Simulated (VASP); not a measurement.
Write the native input for VASP 6.6.1 that does the following.

```yaml
Task: single point
Functional: PBEsol
Potentials_or_basis: VASP PAW PBE potentials, release 64 (Zn, S)
Cutoff: 500 eV
k_mesh: 10 × 10 × 10
Occupations: gaussian, width 0.05 eV
Spin: no spin polarisation
Dipole_correction: no
Further_INCAR_settings: ALGO = Normal; EDIFF = 1e-06; NBANDS = 16
```

The structure of ZnS lies in POSCAR:

```
ZnS
1.0
    0.0000000000      2.7256520950      2.7256520950
    2.7256520950      0.0000000000      2.7256520950
    2.7256520950      2.7256520950      0.0000000000
Zn S
1 1
Direct
    0.0000000000      0.0000000000      0.0000000000
    0.7500000000      0.7500000000      0.7500000000
```

The input as run:

INCAR

```
PREC = Accurate
ENCUT = 500
EDIFF = 1E-6
ISMEAR = 0
SIGMA = 0.05
LREAL = False
LASPH = True
NELM = 120
ALGO = Normal
ISIF = 2
LWAVE = False
LCHARG = True
GGA = PS
LELF = True
LVHAR = True
NBANDS = 16
GGA_COMPAT = False
```

KPOINTS

```
Automatic mesh
0
Gamma
  10 10 10
```

Potentials or basis: VASP PAW PBE potentials, release 64 (Zn, S).

Run with:

```sh
$ cat potpaw_PBE.64/Zn/POTCAR potpaw_PBE.64/S/POTCAR > POTCAR
$ mpirun -np 1 vasp_std > vasp.out
```

Results of the run:

```json
{
  "Pressure": "-3.5 GPa",
  "Band gap on the k mesh": "1.87 eV"
}
```

Caveat: the cell stands under tension; the PAW data sets were made with another functional, which shifts forces and pressure a little.

Wall time 45 s on 1 thread of Intel Xeon 8259CL, with other jobs on the host, peak memory 0.17 GiB.
